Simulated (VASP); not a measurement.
# MgO (I4/mmm) in VASP: single point with r2SCAN

Aim: the single point of MgO with r2SCAN.

All numbers are computed with VASP 6.6.1; they aren't measurements. Logs are shortened: lines on timing, memory, paths and dates and some standing lists are left out, and cuts for length are marked.

**1. The cell of the first run**

It takes space group I4/mmm (No. 139, tetragonal). Conventional cell: a = 3.147 Å, b = 3.147 Å, c = 4.204 Å, α = 90.00°, β = 90.00°, γ = 90.00°. Within 2.8 Å of Mg (site symmetry 4/mmm) lie 6 O at 2.10 to 2.23 Å. O (site symmetry 4/mmm) has 6 Mg at 2.10 to 2.23 Å within 2.8 Å.

**2. Single point, r2SCAN (biaxial xy strain +5.8%)**

POSCAR reads:

```
MgO
1.0
    0.0000000000      2.2251442107      2.1021674168
    2.2251442107      0.0000000000      2.1021674168
    2.2251442107      2.2251442107      0.0000000000
Mg O
1 1
Direct
    0.0000000000      0.0000000000      0.0000000000
    0.5000000000      0.5000000000      0.5000000000
```

INCAR.step1 reads:

```
SYSTEM = MgO
PREC = Accurate
ENCUT = 920
ISMEAR = 0
SIGMA = 0.01
LREAL = .FALSE.
LASPH = .TRUE.
NELM = 120
NBANDS = 15
GGA = PE
ALGO = Normal
EDIFF = 1E-5
LWAVE = .TRUE.
LCHARG = .FALSE.
GGA_COMPAT = .FALSE.
```

INCAR.step2 reads:

```
SYSTEM = MgO
PREC = Accurate
ENCUT = 920
EDIFF = 1E-6
ISMEAR = 0
SIGMA = 0.01
LREAL = .FALSE.
LASPH = .TRUE.
NELM = 120
ALGO = Normal
ISIF = 2
LWAVE = .FALSE.
LCHARG = .FALSE.
METAGGA = R2SCAN
LMIXTAU = .TRUE.
NBANDS = 15
ISTART = 1
GGA_COMPAT = .FALSE.
```

KPOINTS reads:

```
regular mesh
0
G
  10 10 10
  0 0 0
```

Potentials or basis: VASP PAW PBE potentials, release 64 (Mg_sv, O).

Command:

```console
> cat potpaw_PBE.64/Mg_sv/POTCAR potpaw_PBE.64/O/POTCAR > POTCAR
> cp INCAR.step1 INCAR
> mpirun -np 1 vasp_std > vasp.out
> cp INCAR.step2 INCAR
> mpirun -np 1 vasp_std > vasp.out
```

OUTCAR:

```text
SYSTEM = MgO
   PREC = Accurate
   ENCUT = 920
   EDIFF = 1E-6
   ISMEAR = 0
   LREAL = .FALSE.
   LASPH = .TRUE.
   NELM = 120
   ISIF = 2
   METAGGA = R2SCAN
   ISTART = 1

 ion  position               nearest neighbor table
   1  0.000  0.000  0.000-   2 2.10   2 2.10
   2  0.500  0.500  0.500-   1 2.10   1 2.10

  LATTYP: Found a body centered tetragonal cell.
 ALAT       =     3.1468291210
 C/A-ratio  =     1.3360543811

  Lattice vectors:

 A1 = (   0.0000000000,  -2.2251442107,  -2.1021674168)
 A2 = (   0.0000000000,   2.2251442107,  -2.1021674168)
 A3 = (   2.2251442107,   0.0000000000,   2.1021674168)

Analysis of symmetry for initial positions (statically):
=====================================================================
 Subroutine PRICEL returns:
 Original cell was already a primitive cell.

 Routine SETGRP: Setting up the symmetry group for a
 body centered tetragonal supercell.

 Subroutine GETGRP returns: Found 16 space group operations
 (whereof 16 operations were pure point group operations)
 out of a pool of 16 trial point group operations.

The static configuration has the point symmetry D_4h.

Analysis of symmetry for dynamics (positions and initial velocities):
=====================================================================
 Subroutine PRICEL returns:
 Original cell was already a primitive cell.

 Routine SETGRP: Setting up the symmetry group for a
 body centered tetragonal supercell.

 Subroutine GETGRP returns: Found 16 space group operations
 (whereof 16 operations were pure point group operations)
 out of a pool of 16 trial point group operations.

The dynamic configuration has the point symmetry D_4h.

 Subroutine INISYM returns: Found 16 space group operations
 (whereof 16 operations are pure point group operations),
 and found     1 'primitive' translations

----------------------------------------------------------------------------------------

                                     Primitive cell

  volume of cell :      20.8168

  direct lattice vectors                    reciprocal lattice vectors
     0.000000000  2.225144211  2.102167417    -0.224704537  0.224704537  0.237849753
     2.225144211  0.000000000  2.102167417     0.224704537 -0.224704537  0.237849753
     2.225144211  2.225144211  0.000000000     0.224704537  0.224704537 -0.237849753

  length of vectors
     3.061106762  3.061106762  3.146829121     0.396934205  0.396934205  0.396934205

  position of ions in fractional coordinates (direct lattice)
     0.000000000  0.000000000  0.000000000
     0.500000000  0.500000000  0.500000000

  ion indices of the primitive-cell ions
   primitive index   ion index
                 1           1
                 2           2

----------------------------------------------------------------------------------------

 KPOINTS: regular mesh

Automatic generation of k-mesh.
 Grid dimensions read from file:
 generate k-points for:   10   10   10

 Generating k-lattice:

  Cartesian coordinates                     Fractional coordinates (reciprocal lattice)
    -0.022470454  0.022470454  0.023784975     0.100000000  0.000000000  0.000000000
     0.022470454 -0.022470454  0.023784975     0.000000000  0.100000000  0.000000000
     0.022470454  0.022470454 -0.023784975    -0.000000000 -0.000000000  0.100000000

  Length of vectors
     0.039693420  0.039693420  0.039693420

  Shift w.r.t. Gamma in fractional coordinates (k-lattice)
     0.000000000  0.000000000  0.000000000

 Subroutine IBZKPT returns following result:
 ===========================================

 Found    102 irreducible k-points:

 Following reciprocal coordinates:
            Coordinates               Weight
  0.000000  0.000000  0.000000      1.000000
  0.100000 -0.000000  0.000000      8.000000
  0.200000 -0.000000  0.000000      8.000000
  0.300000 -0.000000  0.000000      8.000000
  0.400000 -0.000000  0.000000      8.000000
  0.500000 -0.000000  0.000000      4.000000
[... 16 lines left out ...]
  0.300000  0.300000  0.000000      2.000000
  0.400000  0.300000  0.000000      8.000000
 [... further k-points ...]
   k-points           NKPTS =    102   k-points in BZ     NKDIM =    102   number of bands    NBANDS=     15
   number of dos      NEDOS =    301   number of ions     NIONS =      2
   total plane-waves  NPLWV =  28800
   dimension x,y,z NGX =    30 NGY =   30 NGZ =   32
   dimension x,y,z NGXF=    60 NGYF=   60 NGZF=   64
   ions per type =               1   1
   NGX,Y,Z   is equivalent  to a cutoff of  16.29, 16.29, 16.91 a.u.
   NGXF,Y,Z  is equivalent  to a cutoff of  32.59, 32.59, 33.81 a.u.
 SYSTEM =  MgO
   PREC   = accura    normal or accurate (medium, high low for compatibility)
   ISTART =      1    job   : 0-new  1-cont  2-samecut
   ICHARG =      0    charge: 1-file 2-atom 10-const
   ISPIN  =      1    spin polarized calculation?
   LNONCOLLINEAR =      F non collinear calculations
   LSORBIT =      F    spin-orbit coupling
   LASPH  =      T    aspherical Exc in radial PAW
   ENCUT  =  920.0 eV  67.62 Ry    8.22 a.u.   7.57  7.57  7.78*2*pi/ulx,y,z
   NELM   =    120;   NELMIN=  2; NELMDL=  0     # of ELM steps
   EDIFF  = 0.1E-05   stopping-criterion for ELM
   LREAL  =      F    real-space projection
   EDIFFG = 0.1E-04   stopping-criterion for IOM
   NSW    =      0    number of steps for IOM
   IBRION =     -1    ionic relax: 0-MD 1-quasi-New 2-CG
   NFREE  =      0    steps in history (QN), initial steepest desc. (CG)
   ISIF   =      2    stress and relaxation
   ISYM   =      2    0-nonsym 1-usesym 2-fastsym
   POTIM  = 0.5000    time-step for ionic-motion
   TEBEG  =    0.0;   TEEND  =   0.0 temperature during run
   PSTRESS=    0.0 pullay stress
   NELECT =      16.0000    total number of electrons
   NUPDOWN=      -1.0000    fix difference up-down
   EMIN   =  10.00;   EMAX   =-10.00  energy-range for DOS
   EFERMI =   0.00;   METHOD = LEGACY
   ISMEAR =     0;   SIGMA  =   0.01  broadening in eV -4-tet -1-fermi 0-gaus
   EFERMI_NEDOS =   21; number of points for ismear=-14 and -15
   IALGO  =     38    algorithm
   IMIX   =      4    mixing-type and parameters
     AMIX     =   0.40;   BMIX     =  1.00
     AMIX_MAG =   1.60;   BMIX_MAG =  1.00
  volume/ion in A,a.u.               =      10.41        70.24
  Fermi-wavevector in a.u.,A,eV,Ry     =   1.499605  2.833843 30.596998  2.248816
  Thomas-Fermi vector in A             =   2.611213
   LORBIT       =      0    0 simple, 1 ext, 2 COOP (PROOUT), +10 PAW based schemes
   METAGGA = R2SCAN    functional components
   LHFCALC =     F    Hartree Fock is set to
   AEXX    =    0.0000 exact exchange contribution
   IVDW    =     0    specifies the selected vdW correction
   LEPSILON=     F    determine dielectric tensor
   LRPA    =     F    only Hartree local field effects (RPA)
 non-spin polarized calculation
 Gauss-broadening in eV      SIGMA  =   0.01
  energy-cutoff  :      920.00
  volume of cell :       20.82
 maximum number of plane-waves:      1343
   NGX = 15   NGY = 15   NGZ = 15

 number of electron      16.0000002 magnetization

 Free energy of the ion-electron system (eV)
  ---------------------------------------------------
  ext. energy  EPLUGINS =         0.00000000
  ---------------------------------------------------
  free energy    TOTEN  =       -16.03270779 eV

  energy without entropy =      -16.03270779  energy(sigma->0) =      -16.03270779

 E-fermi :   2.1151     XC(G=0): -11.4483

 val. band max:        1.8352253465   @ k =   0.0000   0.0000   0.0000
 cond. band min:       6.4025400931   @ k =   0.0000   0.0000   0.0000
 fundamental gap:      4.5673147466
 Fermi energy:         2.1151177506

 k-point     1 :       0.0000    0.0000    0.0000
  band No.  band energies     occupation
      1     -73.5916      2.00000
      2     -38.6991      2.00000
      3     -38.6986      2.00000
      4     -38.6581      2.00000
      5     -15.8936      2.00000
      6       1.6827      2.00000
      7       1.8352      2.00000
      8       1.8352      2.00000
      9       6.4025      0.00000
     10      17.8584      0.00000
     11      17.8590      0.00000
     12      18.4111      0.00000
     13      21.8473      0.00000
     14      22.6530      0.00000
     15      24.4856      0.00000

 k-point     2 :       0.1000   -0.0000    0.0000
  band No.  band energies     occupation
      1     -73.5911      2.00000
      2     -38.7025      2.00000
      3     -38.6993      2.00000
      4     -38.6603      2.00000
      5     -15.8065      2.00000
      6       1.1758      2.00000
      7       1.6972      2.00000
      8       1.7669      2.00000
      9       7.0165      0.00000
     10      16.8004      0.00000
     11      18.0480      0.00000
     12      18.4556      0.00000
     13      21.9468      0.00000
     14      23.1773      0.00000
     15      23.5971      0.00000

 k-point     3 :       0.2000   -0.0000    0.0000
  band No.  band energies     occupation
      1     -73.5899      2.00000
      2     -38.7124      2.00000
      3     -38.7013      2.00000
      4     -38.6647      2.00000
      5     -15.5696      2.00000
      6      -0.0184      2.00000
      7       1.5674      2.00000
      8       1.5937      2.00000
      9       8.2262      0.00000
     10      15.2558      0.00000
     11      18.2990      0.00000
     12      18.9496      0.00000
     13      21.4776      0.00000
     14      22.4291      0.00000
     15      24.0680      0.00000
[... 343 lines left out ...]
 k-point    23 :       0.3000    0.3000    0.0000
  band No.  band energies     occupation
      1     -73.5869      2.00000
      2     -38.7132      2.00000
      3     -38.7127      2.00000
      4     -38.6910      2.00000
      5     -15.0356      2.00000
      6      -1.0790      2.00000
      7       0.8587      2.00000
      8       0.8587      2.00000
      9      10.5634      0.00000
     10      12.6474      0.00000
     11      16.9925      0.00000
     12      19.3373      0.00000
     13      19.3382      0.00000
     14      25.5100      0.00000
     15      29.3986      0.00000

 k-point    24 :       0.4000    0.3000    0.0000
  band No.  band energies     occupation
      1     -73.5859      2.00000
      2     -38.7197      2.00000
      3     -38.7151      2.00000
      4     -38.6944      2.00000
      5     -14.8460      2.00000
      6      -1.4207      2.00000
      7       0.5561      2.00000
      8       0.7060      2.00000
      9      11.3497      0.00000
     10      12.2759      0.00000
     11      16.0482      0.00000
     12      19.4843      0.00000
     13      19.7682      0.00000
     14      26.3411      0.00000
     15      28.7612      0.00000

 [... further k-points ...]

------------------------ aborting loop because EDIFF is reached ----------------------------------------

  FORCE on cell =-STRESS in cart. coord.  units (eV):
  Direction    XX          YY          ZZ          XY          YZ          ZX
  --------------------------------------------------------------------------------------
  -------------------------------------------------------------------------------------
  Total       -2.0949040     -2.0949040     -1.2091112      0.0000000      0.0000000     -0.0000000
  in kB     -161.2356526   -161.2356526    -93.0600317      0.0000000      0.0000000     -0.0000000
  external PRESSURE =    -138.5104456 kB  Pullay stress =       0.0000000 kB

 VOLUME and BASIS-vectors are now :
 -----------------------------------------------------------------------------
  energy-cutoff  :      920.00
  volume of cell :       20.82
      direct lattice vectors                 reciprocal lattice vectors
     0.000000000  2.225144211  2.102167417    -0.224704537  0.224704537  0.237849753
     2.225144211  0.000000000  2.102167417     0.224704537 -0.224704537  0.237849753
     2.225144211  2.225144211  0.000000000     0.224704537  0.224704537 -0.237849753

 POSITION                                       TOTAL-FORCE (eV/Angst)
 -----------------------------------------------------------------------------------
      0.00000      0.00000      0.00000         0.000000      0.000000      0.000000
      2.22514      2.22514      2.10217         0.000000      0.000000     -0.000000
 -----------------------------------------------------------------------------------
    total drift:                                0.000000      0.000000      0.000000

  FREE ENERGIE OF THE ION-ELECTRON SYSTEM (eV)
  ---------------------------------------------------
  free  energy   TOTEN  =       -16.0327077884 eV

  energy  without entropy=      -16.0327077884  energy(sigma->0) =      -16.03270779
```

Wall time 4.3 min (1 thread of Intel Xeon Platinum 8488C (Sapphire Rapids), shared host); peak memory 0.22 GiB.

Results:

| Quantity | Value |
| --- | --- |
| Free energy | -16.0327 eV |
| Pressure | -13.9 GPa |
| Band gap on the k mesh | 4.57 eV |

Levels at points of the mesh, in eV from the valence-band top:
| k point | band 4 | band 5 | band 6 | band 7 | band 8 | band 9 | band 10 | band 11 | band 12 | band 13 |
| --- | --- | --- | --- | --- | --- | --- | --- | --- | --- | --- |
| (0.00, 0.00, 0.00) | -40.49 | -17.73 | -0.15 | 0.00 | 0.00 | 4.57 | 16.02 | 16.02 | 16.58 | 20.01 |
| (0.50, 0.00, 0.00) | -40.51 | -16.71 | -4.19 | -0.66 | -0.57 | 8.07 | 12.52 | 15.76 | 17.05 | 20.79 |
| (0.50, 0.50, 0.00) | -40.54 | -16.45 | -3.59 | -1.41 | -1.41 | 9.45 | 9.99 | 13.60 | 18.33 | 18.33 |
| (0.50, 0.00, 0.50) | -40.51 | -16.57 | -3.75 | -1.37 | -1.02 | 9.98 | 10.04 | 12.85 | 18.49 | 19.51 |

Caveat: the cell differs from its parent crystal (biaxial xy strain +5.8%); the stress differs along the axes, from -16 to -9 GPa; the PAW data sets were made with another functional, which shifts forces and pressure a little.
